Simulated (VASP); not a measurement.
Set up this calculation in VASP 6.6.1, as the native input.

| Property | Result |
| --- | --- |
| Task | single point |
| Functional | r2SCAN |
| Potentials or basis | VASP PAW PBE potentials, release 64 (Ti_sv, Ni) |
| Cutoff | 520 eV |
| k mesh | 18 × 18 × 18 |
| Occupations | gaussian, width 0.1 eV |
| Spin | no spin polarisation |
| Dipole correction | no |
| Further INCAR settings | ALGO = Normal; EDIFF = 1e-06; NBANDS = 18 |

The system is TiNi.

```
Ti Ni
1.0
     2.97758    0.00000    0.00000
     0.00000    2.97758    0.00000
     0.00000    0.00000    3.03362
Ti Ni
1 1
Direct
  0.50000 0.50000 0.50000
  0.00000 0.00000 0.00000
```

This cell differs from its parent crystal: uniaxial strain along c: +1.5 %.

One way to write it, as run:

POSCAR

```
TiNi
1.0
    2.9775815384      0.0000000000      0.0000000000
    0.0000000000      2.9775815384      0.0000000000
    0.0000000000      0.0000000000      3.0336213415
Ti Ni
1 1
Direct
    0.5000000000      0.5000000000      0.5000000000
    0.0000000000      0.0000000000      0.0000000000
```

INCAR.step1

```
ALGO     = Normal         # electronic algorithm
EDIFF    = 1E-4           # SCF threshold, eV
ENCUT    = 520            # plane-wave cutoff, eV
GGA      = PE             # functional
ISMEAR   = 0              # smearing method
LASPH    = T              # aspherical terms in the spheres
LCHARG   = F              # write CHGCAR
LREAL    = F              # projectors in reciprocal space
LWAVE    = T              # write WAVECAR
NBANDS   = 18             # bands
NELM     = 100            # most SCF steps
PREC     = Accurate       # precision mode
SIGMA    = 0.1            # smearing width, eV
```

INCAR.step2

```
ALGO     = Normal         # electronic algorithm
EDIFF    = 1E-6           # SCF threshold, eV
ENCUT    = 520            # plane-wave cutoff, eV
ISIF     = 2              # what is computed and relaxed
ISMEAR   = 0              # smearing method
ISTART   = 1            
LASPH    = T              # aspherical terms in the spheres
LCHARG   = T              # write CHGCAR
LELF     = T              # ELF
LMIXTAU  = T            
LREAL    = F              # projectors in reciprocal space
LVHAR    = T            
LWAVE    = F              # write WAVECAR
METAGGA  = R2SCAN         # meta-GGA
NBANDS   = 18             # bands
NELM     = 100            # most SCF steps
PREC     = Accurate       # precision mode
SIGMA    = 0.1            # smearing width, eV
```

KPOINTS

```
k-points
0
Gamma
  18 18 18
```

Potentials or basis: VASP PAW PBE potentials, release 64 (Ti_sv, Ni).

Run with:

```bash
$ cat potpaw_PBE.64/Ti_sv/POTCAR potpaw_PBE.64/Ni/POTCAR > POTCAR
$ cp INCAR.step1 INCAR
$ mpirun -np 1 vasp_std > vasp.out
$ cp INCAR.step2 INCAR
$ mpirun -np 1 vasp_std > vasp.out
```

Results of the run:

| Property | Result |
| --- | --- |
| Pressure | -0.9 GPa |
| Band gap on the k mesh | zero (band 11 reaches 9.98 eV, above the bottom of band 12 at 8.22 eV) |

Caveat: the cell differs from its parent crystal (uniaxial strain along c: +1.5 %); the PAW data sets were made with another functional, which shifts forces and pressure a little.

It took 24 min on 1 thread of Oxide Virtual Turin-like Processor, with other jobs on the host, peak memory 0.34 GiB.
